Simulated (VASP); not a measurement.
**Sr2Ni: single point with PBE**

The system is Sr2Ni.

```
Sr Ni
1.0
     1.90160    3.29367    0.00000
    -1.90160    3.29367    0.00000
    -1.90160    1.09789    7.01372
Sr Ni
2 1
Cartesian
  -1.9016 3.2937 5.6159
  0.0000 4.3916 1.3978
  0.0000 0.0000 0.0000
```

```
Program                : VASP 6.6.1
Task                   : single point
Functional             : PBE
Potentials or basis    : VASP PAW PBE potentials, release 64 (Sr_sv, Ni)
Cutoff                 : 520 eV
k mesh                 : 11 × 11 × 11
Occupations            : fermi-dirac, width 0.1 eV
Spin                   : no spin polarisation
Dipole correction      : no
Further INCAR settings : ALGO = Normal; EDIFF = 1e-06; NBANDS = 22
```

```json
{
  "Pressure": "15.2 GPa",
  "Largest force": "2.801 eV/Å",
  "Band gap on the k mesh": "zero (bands 15 and 16 overlap by 0.67 eV)"
}
```

Forces on the atoms (eV/Å):
```
Sr   0.000  0.000 -2.801
Sr   0.000  0.000  2.801
Ni   0.000  0.000  0.000
```

Stress tensor (GPa, compression positive):
```
16.18  0.00  0.00
 0.00 16.18  0.00
 0.00  0.00 13.10
```

Levels at points of the mesh, in eV from the Fermi level:
| k point | band 12 | band 13 | band 14 | band 15 | band 16 | band 17 | band 18 | band 19 |
| --- | --- | --- | --- | --- | --- | --- | --- | --- |
| (0.00, 0.00, 0.00) | -2.18 | -2.02 | -2.02 | -1.65 | -0.11 | 2.07 | 2.07 | 3.93 |

Run time: 2.3 min on 1 thread of AMD EPYC 9R45 96-Core Processor (Zen 5), with other jobs on the host, peak memory 0.37 GiB.

Caveat: the cell stands under pressure; forces of over 1 eV/Å act on the atoms, so gaps and moduli don't describe the material at rest. Spin polarisation is off, so any magnetic state and its effect on volume and gap are missing.
